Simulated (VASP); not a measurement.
# CaPb3 (Pm-3m) in VASP: a series of runs

Runs on CaPb3. Level: LDA. Tasks: single point.

Everything below comes from runs of VASP 6.6.1. Logs are shortened: lines on timing, memory, paths and dates and some standing lists are left out, and cuts for length are marked.

**1. The cell of the first run**

Symmetry: Pm-3m, No. 221, cubic system. The conventional cell has a = 4.687 Å, b = 4.687 Å, c = 4.687 Å, α = 90.00°, β = 90.00°, γ = 90.00°. Within 4.4 Å of Ca (site symmetry m-3m) lie 12 Pb at 3.31 Å. Pb (site symmetry 4/mmm) has 4 Ca at 3.31 Å and 8 Pb at 3.31 Å within 4.4 Å.

**2. Single point, LDA**

Input file INCAR:

```
PREC     = Accurate       # precision mode
ENCUT    = 520            # plane-wave cutoff, eV
EDIFF    = 1E-6           # SCF threshold, eV
ISMEAR   = 1              # smearing method
SIGMA    = 0.1            # smearing width, eV
LREAL    = False          # projectors in reciprocal space
LASPH    = True           # aspherical terms in the spheres
NELM     = 60             # most SCF steps
ALGO     = Normal         # electronic algorithm
ISIF     = 2              # what is computed and relaxed
LWAVE    = False          # write WAVECAR
LCHARG   = False          # write CHGCAR
GGA      = CA             # functional
NBANDS   = 34             # bands
```

Input file KPOINTS:

```
Automatic mesh
0
Gamma
  5 5 5
```

Input file POSCAR:

```
CaPb3
1.0
    4.6869669042      0.0000000000      0.0000000000
    0.0000000000      4.6869669042      0.0000000000
    0.0000000000      0.0000000000      4.6869669042
Ca Pb
1 3
Direct
    0.0000000000      0.0000000000      0.0000000000
    0.0000000000      0.5000000000      0.5000000000
    0.5000000000      0.0000000000      0.5000000000
    0.5000000000      0.5000000000      0.0000000000
```

Potentials or basis: VASP PAW LDA potentials, release 64 (Ca_sv, Pb_d).

Launch:

```bash
$ cat potpaw_LDA.64/Ca_sv/POTCAR potpaw_LDA.64/Pb_d/POTCAR > POTCAR
$ mpirun -np 1 vasp_std > vasp.out
```

OUTCAR:

```text
PREC = Accurate
   ENCUT = 520
   EDIFF = 1E-6
   ISMEAR = 1
   LREAL = False
   LASPH = True
   NELM = 60
   ISIF = 2
   GGA = CA

 ion  position               nearest neighbor table
   1  0.000  0.000  0.000-   2 3.31   3 3.31   4 3.31   2 3.31   3 3.31   2 3.31   4 3.31   2 3.31
                             3 3.31   4 3.31   3 3.31   4 3.31
   2  0.000  0.500  0.500-   1 3.31   3 3.31   4 3.31   1 3.31   4 3.31   1 3.31   3 3.31   1 3.31
                             3 3.31   4 3.31   4 3.31   3 3.31
   3  0.500  0.000  0.500-   1 3.31   2 3.31   4 3.31   1 3.31   4 3.31   2 3.31   4 3.31   4 3.31
                             1 3.31   2 3.31   1 3.31   2 3.31
   4  0.500  0.500  0.000-   1 3.31   2 3.31   3 3.31   2 3.31   3 3.31   1 3.31   3 3.31   3 3.31
                             1 3.31   2 3.31   2 3.31   1 3.31

  LATTYP: Found a simple cubic cell.
 ALAT       =     4.6869669042

  Lattice vectors:

 A1 = (   4.6869669042,   0.0000000000,   0.0000000000)
 A2 = (   0.0000000000,   4.6869669042,   0.0000000000)
 A3 = (   0.0000000000,   0.0000000000,   4.6869669042)

Analysis of symmetry for initial positions (statically):
=====================================================================
 Subroutine PRICEL returns:
 Original cell was already a primitive cell.

 Routine SETGRP: Setting up the symmetry group for a
 simple cubic supercell.

 Subroutine GETGRP returns: Found 48 space group operations
 (whereof 48 operations were pure point group operations)
 out of a pool of 48 trial point group operations.

The static configuration has the point symmetry O_h .

Analysis of symmetry for dynamics (positions and initial velocities):
=====================================================================
 Subroutine PRICEL returns:
 Original cell was already a primitive cell.

 Routine SETGRP: Setting up the symmetry group for a
 simple cubic supercell.

 Subroutine GETGRP returns: Found 48 space group operations
 (whereof 48 operations were pure point group operations)
 out of a pool of 48 trial point group operations.

The dynamic configuration has the point symmetry O_h .

 Subroutine INISYM returns: Found 48 space group operations
 (whereof 48 operations are pure point group operations),
 and found     1 'primitive' translations

----------------------------------------------------------------------------------------
[... 81 lines left out ...]
   NELM   =     60;   NELMIN=  2; NELMDL= -5     # of ELM steps
   EDIFF  = 0.1E-05   stopping-criterion for ELM
   LREAL  =      F    real-space projection
   EDIFFG = 0.1E-04   stopping-criterion for IOM
   NSW    =      0    number of steps for IOM
   IBRION =     -1    ionic relax: 0-MD 1-quasi-New 2-CG
   NFREE  =      0    steps in history (QN), initial steepest desc. (CG)
   ISIF   =      2    stress and relaxation
   ISYM   =      2    0-nonsym 1-usesym 2-fastsym
   POTIM  = 0.5000    time-step for ionic-motion
   TEBEG  =    0.0;   TEEND  =   0.0 temperature during run
   PSTRESS=    0.0 pullay stress
   NELECT =      52.0000    total number of electrons
   NUPDOWN=      -1.0000    fix difference up-down
   EMIN   =  10.00;   EMAX   =-10.00  energy-range for DOS
   EFERMI =   0.00;   METHOD = LEGACY
   ISMEAR =     1;   SIGMA  =   0.10  broadening in eV -4-tet -1-fermi 0-gaus
   EFERMI_NEDOS =   21; number of points for ismear=-14 and -15
   IALGO  =     38    algorithm
   IMIX   =      4    mixing-type and parameters
     AMIX     =   0.40;   BMIX     =  1.00
     AMIX_MAG =   1.60;   BMIX_MAG =  1.00
  volume/ion in A,a.u.               =      25.74       173.70
  Fermi-wavevector in a.u.,A,eV,Ry     =   1.303719  2.463672 23.125601  1.699684
  Thomas-Fermi vector in A             =   2.434703
   LORBIT       =      0    0 simple, 1 ext, 2 COOP (PROOUT), +10 PAW based schemes
   GGA     = CA    functional components
   LHFCALC =     F    Hartree Fock is set to
   AEXX    =    0.0000 exact exchange contribution
   IVDW    =     0    specifies the selected vdW correction
   LEPSILON=     F    determine dielectric tensor
   LRPA    =     F    only Hartree local field effects (RPA)
 non-spin polarized calculation
 Methfessel and Paxton  Order N= 1 SIGMA  =   0.10
  energy-cutoff  :      520.00
  volume of cell :      102.96
 maximum number of plane-waves:      2789
 NGX is ok and might be reduce to    36
   NGX = 17   NGY = 17   NGZ = 17

 number of electron      51.9999985 magnetization

 Free energy of the ion-electron system (eV)
  ---------------------------------------------------
  ext. energy  EPLUGINS =         0.00000000
  ---------------------------------------------------
  free energy    TOTEN  =       -16.28248197 eV

  energy without entropy =      -16.27552102  energy(sigma->0) =      -16.28016165

 E-fermi :   7.6697     XC(G=0): -10.8753

 val. band max:        7.6545482499   @ k =   0.4000   0.2000   0.2000
 cond. band min:       7.6895433286   @ k =   0.4000   0.2000   0.0000
 fundamental gap:      0.0349950786
 Fermi energy:         7.6696611920

 k-point     1 :       0.0000    0.0000    0.0000
  band No.  band energies     occupation
      1     -32.9492      2.00000
      2     -14.3182      2.00000
      3     -14.3182      2.00000
      4     -14.3182      2.00000
      5      -9.5427      2.00000
      6      -9.5427      2.00000
[... 359 lines left out ...]
     33      13.2791      0.00000
     34      13.2808      0.00000

------------------------ aborting loop because EDIFF is reached ----------------------------------------

  FORCE on cell =-STRESS in cart. coord.  units (eV):
  Direction    XX          YY          ZZ          XY          YZ          ZX
  --------------------------------------------------------------------------------------
  -------------------------------------------------------------------------------------
  Total        2.9668529      2.9668529      2.9668529      0.0000000      0.0000000     -0.0000000
  in kB       46.1669242     46.1669242     46.1669242      0.0000000      0.0000000     -0.0000000
  external PRESSURE =      46.1669242 kB  Pullay stress =       0.0000000 kB

 VOLUME and BASIS-vectors are now :
 -----------------------------------------------------------------------------
  energy-cutoff  :      520.00
  volume of cell :      102.96
      direct lattice vectors                 reciprocal lattice vectors
     4.686966904  0.000000000  0.000000000     0.213357598  0.000000000  0.000000000
     0.000000000  4.686966904  0.000000000     0.000000000  0.213357598  0.000000000
     0.000000000  0.000000000  4.686966904     0.000000000  0.000000000  0.213357598

 POSITION                                       TOTAL-FORCE (eV/Angst)
 -----------------------------------------------------------------------------------
      0.00000      0.00000      0.00000         0.000000      0.000000      0.000000
      0.00000      2.34348      2.34348         0.000000      0.000000      0.000000
      2.34348      0.00000      2.34348         0.000000      0.000000      0.000000
      2.34348      2.34348      0.00000         0.000000      0.000000      0.000000
 -----------------------------------------------------------------------------------
    total drift:                                0.000000      0.000000      0.000000

  FREE ENERGIE OF THE ION-ELECTRON SYSTEM (eV)
  ---------------------------------------------------
  free  energy   TOTEN  =       -16.2824819678 eV

  energy  without entropy=      -16.2755210223  energy(sigma->0) =      -16.28016165
```

OSZICAR:

```text
N       E                     dE             d eps       ncg     rms          rms(c)
DAV:   1     0.622565045552E+03    0.62257E+03   -0.25743E+04   680   0.187E+03
DAV:   2     0.349425828645E+02   -0.58762E+03   -0.57686E+03   680   0.487E+02
DAV:   3    -0.138274478365E+02   -0.48770E+02   -0.47975E+02   822   0.179E+02
DAV:   4    -0.164655441707E+02   -0.26381E+01   -0.26242E+01  1104   0.393E+01
DAV:   5    -0.165658743271E+02   -0.10033E+00   -0.10028E+00  1094   0.570E+00    0.369E+00
DAV:   6    -0.163139195623E+02    0.25195E+00   -0.57847E-01   912   0.647E+00    0.218E+00
DAV:   7    -0.162892274911E+02    0.24692E-01   -0.10884E-01   942   0.259E+00    0.959E-01
DAV:   8    -0.162825905974E+02    0.66369E-02   -0.15603E-02   974   0.902E-01    0.577E-02
DAV:   9    -0.162824873127E+02    0.10328E-03   -0.15496E-03  1008   0.240E-01    0.362E-02
DAV:  10    -0.162824882063E+02   -0.89361E-06   -0.12466E-04   982   0.107E-01    0.306E-02
DAV:  11    -0.162824820692E+02    0.61371E-05   -0.18010E-05   828   0.292E-02    0.215E-03
DAV:  12    -0.162824819678E+02    0.10143E-06   -0.23485E-06   736   0.111E-02
   1 F= -.16282482E+02 E0= -.16280162E+02  d E =-.696095E-02
```

Wall time 11 s (1 thread of Intel Xeon 6975P-C (Granite Rapids), shared host); peak memory 0.18 GiB.

What came out:

- Free energy: -16.2825 eV
- Pressure: 4.6 GPa
- Band gap on the k mesh: zero (bands 26 and 27 overlap by 2.39 eV)

Caveat: the cell stands under pressure; spin-orbit coupling is left out, which moves the levels of the heavy elements.

[end of part 1 of 2]
